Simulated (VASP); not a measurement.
A run of VASP 6.6.1:

INCAR

```
PREC     = Accurate       # precision mode
ENCUT    = 600            # plane-wave cutoff, eV
EDIFF    = 1E-7           # SCF threshold, eV
ISMEAR   = -1             # smearing method
SIGMA    = 0.15           # smearing width, eV
LREAL    = F              # projectors in reciprocal space
LASPH    = T              # aspherical terms in the spheres
NELM     = 60             # most SCF steps
ALGO     = Fast           # electronic algorithm
ISIF     = 4              # what is computed and relaxed
LWAVE    = F              # write WAVECAR
LCHARG   = F              # write CHGCAR
GGA      = CA             # functional
IBRION   = 2              # ionic algorithm
NSW      = 80             # ionic steps
EDIFFG   = -0.001         # ionic threshold
```

File KPOINTS:

```
Automatic mesh
0
Gamma
  16 16 14
```

Contents of POSCAR:

```
ZnNi
1.0
    2.6497114379      0.0000000000      0.0000000000
    0.0000000000      2.6497114379      0.0000000000
    0.0000000000      0.0000000000      3.2137371358
Zn Ni
1 1
Direct
    0.5000000000      0.5000000000      0.5000000000
    0.0000000000      0.0000000000      0.0000000000
```

Potentials or basis: VASP PAW LDA potentials, release 64 (Zn, Ni).

Launch:

```bash
$ cat potpaw_LDA.64/Zn/POTCAR potpaw_LDA.64/Ni/POTCAR > POTCAR
$ mpirun -np 1 vasp_std > vasp.out
```

Hardware: 1 thread of AMD EPYC 9R45 96-Core Processor (Zen 5), with other jobs on the host.

Problem. How long does it take, and how much memory?

Solution. It took 2.9 min on 1 thread of AMD EPYC 9R45 96-Core Processor (Zen 5) (shared host), peak memory 0.25 GiB. Counts: scf iterations 32, k points 360, ion steps 4.
